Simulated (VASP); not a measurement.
Input of a VASP 6.6.1 run:

Contents of INCAR:

```
  ALGO = Normal
  DIPOL = 0.5 0.5 0.500
  EDIFF = 1E-6
  ENCUT = 520
  GGA = PS
  IDIPOL = 3
  ISIF = 2
  ISMEAR = 0
  LASPH = True
  LCHARG = True
  LDIPOL = True
  LELF = True
  LREAL = False
  LVACPOTAV = True
  LVHAR = True
  LWAVE = False
  NBANDS = 36
  NELM = 80
  PREC = Accurate
  SIGMA = 0.1
```

File KPOINTS:

```
k-points
0
Gamma
  9 6 1
```

POSCAR

```
LaMg
1.0
    3.9055988220      0.0000000000      0.0000000000
    0.0000000000      5.5233508233      0.0000000000
    0.0000000000      0.0000000000     23.2850262350
La Mg
4 4
Direct
    0.0000000000      0.5000000000      0.3220954069
    0.0000000000      0.0000000000      0.4406984690
    0.0000000000      0.5000000000      0.5593015310
    0.0000000000      0.0000000000      0.6779045931
    0.5000000000      0.0000000000      0.3220954069
    0.5000000000      0.5000000000      0.4406984690
    0.5000000000      0.0000000000      0.5593015310
    0.5000000000      0.5000000000      0.6779045931
```

Potentials or basis: VASP PAW PBE potentials, release 64 (La, Mg).

Run with:

```bash
$ cat potpaw_PBE.64/La/POTCAR potpaw_PBE.64/Mg/POTCAR > POTCAR
$ mpirun -np 1 vasp_std > vasp.out
```

Problem. Predict the largest force.

Solution. 0.166 eV/Å.

Problem. Predict the band gap on the k mesh.

Solution. Zero (bands 26 and 27 overlap by 0.44 eV).

Forces on the atoms (eV/Å):
```
La   0.000  0.000  0.166
La   0.000  0.000  0.139
La   0.000  0.000 -0.139
La   0.000  0.000 -0.166
Mg   0.000  0.000 -0.004
Mg   0.000  0.000 -0.058
Mg   0.000  0.000  0.058
Mg   0.000  0.000  0.004
```

Caveat: the PAW data sets were made with another functional, which shifts forces and pressure a little; spin-orbit coupling is left out, which moves the levels of the heavy elements.
